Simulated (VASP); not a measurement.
# SnO2 (Pnnm) in VASP: settings compared

SnO2 is run at these levels: PBEsol, LDA; tasks: single point.

All numbers are computed with VASP 6.6.1; they aren't measurements. Logs are shortened: lines on timing, memory, paths and dates and some standing lists are left out, and cuts for length are marked.

**1. The cell of the first run**

Symmetry: Pnnm, No. 58, orthorhombic system. Conventional cell: a = 4.820 Å, b = 4.899 Å, c = 3.262 Å, α = 90.00°, β = 90.00°, γ = 90.00°. Sn (site symmetry 2/m) has 6 O at 2.11 Å within 2.8 Å. Within 2.8 Å of O (site symmetry m) lie 3 Sn at 2.11 Å and 1 O at 2.66 Å.

**2. Single point, PBEsol (12.84 Å³/atom)**

INCAR

```
ALGO = Normal
EDIFF = 1E-7
ENCUT = 520
GGA = PS
ISIF = 2
ISMEAR = -1
LASPH = T
LCHARG = F
LREAL = F
LWAVE = F
NBANDS = 35
NELM = 60
PREC = Accurate
SIGMA = 0.05
```

KPOINTS

```
k-points
0
Gamma
  6 6 8
```

POSCAR

```
SnO2
1.0
    4.8197135599      0.0000000000      0.0000000000
    0.0000000000      4.8988119591      0.0000000000
    0.0000000000      0.0000000000      3.2623615262
Sn O
2 4
Direct
    0.0000000000      0.0000000000      0.0000000000
    0.5000000000      0.5000000000      0.5000000000
    0.7081450000      0.6789580000      0.0000000000
    0.2081450000      0.8210420000      0.5000000000
    0.7918550000      0.1789580000      0.5000000000
    0.2918550000      0.3210420000      0.0000000000
```

Potentials or basis: VASP PAW PBE potentials, release 64 (Sn_d, O).

Launch:

```sh
$ cat potpaw_PBE.64/Sn_d/POTCAR potpaw_PBE.64/O/POTCAR > POTCAR
$ mpirun -np 1 vasp_std > vasp.out
```

OUTCAR:

```text
EDIFF = 1E-7
   ENCUT = 520
   GGA = PS
   ISIF = 2
   ISMEAR = -1
   LASPH = T
   LREAL = F
   NELM = 60
   PREC = Accurate

 ion  position               nearest neighbor table
   1  0.000  0.000  0.000-   4 2.11   5 2.11   4 2.11   5 2.11   3 2.11   6 2.11
   2  0.500  0.500  0.500-   3 2.11   6 2.11   3 2.11   6 2.11   5 2.11   4 2.11
   3  0.708  0.679  0.000-   2 2.11   2 2.11   1 2.11
   4  0.208  0.821  0.500-   1 2.11   1 2.11   2 2.11
   5  0.792  0.179  0.500-   1 2.11   1 2.11   2 2.11
   6  0.292  0.321  0.000-   2 2.11   2 2.11   1 2.11

  LATTYP: Found a simple orthorhombic cell.
 ALAT       =     3.2623615262
 B/A-ratio  =     1.4773695439
 C/A-ratio  =     1.5016152930

  Lattice vectors:

 A1 = (   0.0000000000,   0.0000000000,   3.2623615262)
 A2 = (   4.8197135599,   0.0000000000,   0.0000000000)
 A3 = (   0.0000000000,   4.8988119591,   0.0000000000)

Analysis of symmetry for initial positions (statically):
=====================================================================
 Subroutine PRICEL returns:
 Original cell was already a primitive cell.

 Routine SETGRP: Setting up the symmetry group for a
 simple orthorhombic supercell.

 Subroutine GETGRP returns: Found  8 space group operations
 (whereof  4 operations were pure point group operations)
 out of a pool of  8 trial point group operations.

The static configuration has the point symmetry C_2h.
 The point group associated with its full space group is D_2h.

Analysis of symmetry for dynamics (positions and initial velocities):
=====================================================================
 Subroutine PRICEL returns:
 Original cell was already a primitive cell.

 Routine SETGRP: Setting up the symmetry group for a
 simple orthorhombic supercell.

 Subroutine GETGRP returns: Found  8 space group operations
 (whereof  4 operations were pure point group operations)
 out of a pool of  8 trial point group operations.

The dynamic configuration has the point symmetry C_2h.
 The point group associated with its full space group is D_2h.

 Subroutine INISYM returns: Found  8 space group operations
 (whereof  4 operations are pure point group operations),
 and found     1 'primitive' translations

----------------------------------------------------------------------------------------

                                     Primitive cell

  volume of cell :      77.0272

  direct lattice vectors                    reciprocal lattice vectors
     4.819713560  0.000000000  0.000000000     0.207481210  0.000000000  0.000000000
     0.000000000  4.898811959  0.000000000     0.000000000  0.204131126  0.000000000
     0.000000000  0.000000000  3.262361526     0.000000000  0.000000000  0.306526420

  length of vectors
     4.819713560  4.898811959  3.262361526     0.207481210  0.204131126  0.306526420

  position of ions in fractional coordinates (direct lattice)
     0.000000000  0.000000000  0.000000000
     0.500000000  0.500000000  0.500000000
     0.708145000  0.678958000  0.000000000
     0.208145000  0.821042000  0.500000000
     0.791855000  0.178958000  0.500000000
     0.291855000  0.321042000  0.000000000

  ion indices of the primitive-cell ions
   primitive index   ion index
                 1           1
                 2           2
                 3           3
                 4           4
                 5           5
                 6           6

----------------------------------------------------------------------------------------

 KPOINTS: k-points

Automatic generation of k-mesh.
 Grid dimensions read from file:
 generate k-points for:    6    6    8

 Generating k-lattice:

  Cartesian coordinates                     Fractional coordinates (reciprocal lattice)
     0.034580202  0.000000000  0.000000000     0.166666667  0.000000000  0.000000000
     0.000000000  0.034021854  0.000000000     0.000000000  0.166666667  0.000000000
     0.000000000  0.000000000  0.038315803     0.000000000  0.000000000  0.125000000

  Length of vectors
     0.034580202  0.034021854  0.038315803

  Shift w.r.t. Gamma in fractional coordinates (k-lattice)
     0.000000000  0.000000000  0.000000000

 Subroutine IBZKPT returns following result:
 ===========================================

 Found     80 irreducible k-points:

 Following reciprocal coordinates:
            Coordinates               Weight
  0.000000  0.000000  0.000000      1.000000
  0.166667  0.000000  0.000000      2.000000
  0.333333  0.000000  0.000000      2.000000
  0.500000  0.000000  0.000000      1.000000
  0.000000  0.166667  0.000000      2.000000
  0.166667  0.166667  0.000000      4.000000
[... 16 lines left out ...]
  0.333333  0.166667  0.125000      8.000000
  0.500000  0.166667  0.125000      4.000000
 [... further k-points ...]
   k-points           NKPTS =     80   k-points in BZ     NKDIM =     80   number of bands    NBANDS=     35
   number of dos      NEDOS =    301   number of ions     NIONS =      6
   total plane-waves  NPLWV =  31104
   dimension x,y,z NGX =    36 NGY =   36 NGZ =   24
   dimension x,y,z NGXF=    72 NGYF=   72 NGZF=   48
   ions per type =               2   4
   NGX,Y,Z   is equivalent  to a cutoff of  12.42, 12.22, 12.23 a.u.
   NGXF,Y,Z  is equivalent  to a cutoff of  24.83, 24.43, 24.46 a.u.
 SYSTEM =  unknown system
   PREC   = accura    normal or accurate (medium, high low for compatibility)
   ISTART =      0    job   : 0-new  1-cont  2-samecut
   ICHARG =      2    charge: 1-file 2-atom 10-const
   ISPIN  =      1    spin polarized calculation?
   LNONCOLLINEAR =      F non collinear calculations
   LSORBIT =      F    spin-orbit coupling
   LASPH  =      T    aspherical Exc in radial PAW
   ENCUT  =  520.0 eV  38.22 Ry    6.18 a.u.   8.96  9.11  6.07*2*pi/ulx,y,z
   NELM   =     60;   NELMIN=  2; NELMDL= -5     # of ELM steps
   EDIFF  = 0.1E-06   stopping-criterion for ELM
   LREAL  =      F    real-space projection
   EDIFFG = 0.1E-05   stopping-criterion for IOM
   NSW    =      0    number of steps for IOM
   IBRION =     -1    ionic relax: 0-MD 1-quasi-New 2-CG
   NFREE  =      0    steps in history (QN), initial steepest desc. (CG)
   ISIF   =      2    stress and relaxation
   ISYM   =      2    0-nonsym 1-usesym 2-fastsym
   POTIM  = 0.5000    time-step for ionic-motion
   TEBEG  =    0.0;   TEEND  =   0.0 temperature during run
   PSTRESS=    0.0 pullay stress
   NELECT =      52.0000    total number of electrons
   NUPDOWN=      -1.0000    fix difference up-down
   EMIN   =  10.00;   EMAX   =-10.00  energy-range for DOS
   EFERMI =   0.00;   METHOD = LEGACY
   ISMEAR =    -1;   SIGMA  =   0.05  broadening in eV -4-tet -1-fermi 0-gaus
   EFERMI_NEDOS =   21; number of points for ismear=-14 and -15
   IALGO  =     38    algorithm
   IMIX   =      4    mixing-type and parameters
     AMIX     =   0.40;   BMIX     =  1.00
     AMIX_MAG =   1.60;   BMIX_MAG =  1.00
  volume/ion in A,a.u.               =      12.84        86.63
  Fermi-wavevector in a.u.,A,eV,Ry     =   1.436133  2.713897 28.061707  2.062477
  Thomas-Fermi vector in A             =   2.555355
   LORBIT       =      0    0 simple, 1 ext, 2 COOP (PROOUT), +10 PAW based schemes
   GGA     = PS    functional components
   LHFCALC =     F    Hartree Fock is set to
   AEXX    =    0.0000 exact exchange contribution
   IVDW    =     0    specifies the selected vdW correction
   LEPSILON=     F    determine dielectric tensor
   LRPA    =     F    only Hartree local field effects (RPA)
 non-spin polarized calculation
  energy-cutoff  :      520.00
  volume of cell :       77.03
 maximum number of plane-waves:      2104
 NGX is ok and might be reduce to    36
   NGX = 17   NGY = 19   NGZ = 13

 number of electron      51.9999980 magnetization

 Free energy of the ion-electron system (eV)
  ---------------------------------------------------
  ext. energy  EPLUGINS =         0.00000000
  ---------------------------------------------------
  free energy    TOTEN  =       -39.55169327 eV

  energy without entropy =      -39.55165007  energy(sigma->0) =      -39.55167167

 E-fermi :   5.3734     XC(G=0): -11.1497

 val. band max:        5.0458706173   @ k =   0.1667   0.0000   0.0000
 cond. band min:       5.6099413867   @ k =   0.0000   0.0000   0.0000
 fundamental gap:      0.5640707693
 Fermi energy:         5.3734024246

 k-point     1 :       0.0000    0.0000    0.0000
  band No.  band energies     occupation
      1     -15.7467      2.00000
      2     -15.1271      2.00000
      3     -14.9509      2.00000
      4     -14.9245      2.00000
      5     -14.9213      2.00000
      6     -14.8605      2.00000
[... 27 lines left out ...]
     34      16.4596      0.00000
     35      16.9182      0.00000

 k-point     2 :       0.1667    0.0000    0.0000
  band No.  band energies     occupation
      1     -15.7111      2.00000
      2     -15.1657      2.00000
      3     -14.9498      2.00000
      4     -14.9229      2.00000
      5     -14.9201      2.00000
      6     -14.8862      2.00000
[... 27 lines left out ...]
     34      16.5749      0.00000
     35      16.9876      0.00000

 k-point     3 :       0.3333    0.0000    0.0000
  band No.  band energies     occupation
      1     -15.6091      2.00000
      2     -15.2880      2.00000
      3     -14.9464      2.00000
      4     -14.9219      2.00000
      5     -14.9196      2.00000
      6     -14.9178      2.00000
[... 27 lines left out ...]
     34      17.0273      0.00000
     35      17.2660      0.00000
[... 723 lines left out ...]
 k-point    23 :       0.3333    0.1667    0.1250
  band No.  band energies     occupation
      1     -15.5524      2.00000
      2     -15.3004      2.00000
      3     -15.0311      2.00000
      4     -15.0188      2.00000
      5     -14.9139      2.00000
      6     -14.8822      2.00000
[... 27 lines left out ...]
     34      16.9726      0.00000
     35      17.1558      0.00000

 k-point    24 :       0.5000    0.1667    0.1250
  band No.  band energies     occupation
      1     -15.4361      2.00000
      2     -15.4361      2.00000
      3     -15.0255      2.00000
      4     -15.0255      2.00000
      5     -14.8988      2.00000
      6     -14.8988      2.00000
[... 27 lines left out ...]
     34      16.6542      0.00000
     35      17.3221      0.00000

 [... further k-points ...]

------------------------ aborting loop because EDIFF is reached ----------------------------------------

  FORCE on cell =-STRESS in cart. coord.  units (eV):
  Direction    XX          YY          ZZ          XY          YZ          ZX
  --------------------------------------------------------------------------------------
  -------------------------------------------------------------------------------------
  Total       -3.9416024     -4.0493063     -4.9292582     -0.0000000      0.0000000      0.0000000
  in kB      -81.9859265    -84.2261851   -102.5293177     -0.0000000      0.0000000      0.0000000
  external PRESSURE =     -89.5804764 kB  Pullay stress =       0.0000000 kB

 VOLUME and BASIS-vectors are now :
 -----------------------------------------------------------------------------
  energy-cutoff  :      520.00
  volume of cell :       77.03
      direct lattice vectors                 reciprocal lattice vectors
     4.819713560  0.000000000  0.000000000     0.207481210  0.000000000  0.000000000
     0.000000000  4.898811959  0.000000000     0.000000000  0.204131126  0.000000000
     0.000000000  0.000000000  3.262361526     0.000000000  0.000000000  0.306526420

 POSITION                                       TOTAL-FORCE (eV/Angst)
 -----------------------------------------------------------------------------------
      0.00000      0.00000      0.00000        -0.000000     -0.000000      0.000000
      2.40986      2.44941      1.63118        -0.000000     -0.000000      0.000000
      3.41306      3.32609      0.00000        -0.160222     -0.015565      0.000000
      1.00320      4.02213      1.63118        -0.160222      0.015565      0.000000
      3.81651      0.87668      1.63118         0.160222     -0.015565      0.000000
      1.40666      1.57272      0.00000         0.160222      0.015565      0.000000
 -----------------------------------------------------------------------------------
    total drift:                                0.000000      0.000000      0.000000

  FREE ENERGIE OF THE ION-ELECTRON SYSTEM (eV)
  ---------------------------------------------------
  free  energy   TOTEN  =       -39.5516932714 eV

  energy  without entropy=      -39.5516500704  energy(sigma->0) =      -39.55167167
```

Wall time 1.8 min (1 thread of Intel Xeon Platinum 8488C (Sapphire Rapids), shared host); peak memory 0.29 GiB.

What came out:

```
Free energy            : -39.5517 eV
Pressure               : -9.0 GPa
Largest force          : 0.161 eV/Å
Band gap on the k mesh : 0.56 eV
```

Forces in eV/Å, atoms in the order of the input:
```
Sn   0.000  0.000  0.000
Sn   0.000  0.000  0.000
O   -0.160 -0.016  0.000
O   -0.160  0.016  0.000
O    0.160 -0.016  0.000
O    0.160  0.016  0.000
```

Levels at points of the mesh, in eV from the valence-band top:
```csv
k point,band 24,band 25,band 26,band 27,band 28,band 29
"(0.00, 0.00, 0.00)",-0.59,-0.58,0.00,0.56,5.48,5.84
"(0.50, 0.00, 0.00)",-1.10,-0.40,-0.40,3.62,3.62,6.43
"(0.00, 0.50, 0.00)",-1.09,-0.52,-0.52,3.78,3.78,6.86
"(0.50, 0.50, 0.00)",-1.22,-0.69,-0.69,4.09,4.09,6.96
"(0.00, 0.00, 0.50)",-1.38,-1.00,-1.00,5.37,5.37,9.14
"(0.50, 0.00, 0.50)",-0.77,-0.70,-0.70,5.67,5.67,7.50
"(0.00, 0.50, 0.50)",-0.98,-0.60,-0.60,5.57,5.57,7.27
"(0.50, 0.50, 0.50)",-0.79,-0.62,-0.62,4.16,4.16,8.44
```

Caveat: the cell stands under tension; the PAW data sets were made with another functional, which shifts forces and pressure a little; spin-orbit coupling is left out, which moves the levels of the heavy elements.

[end of part 1 of 2]
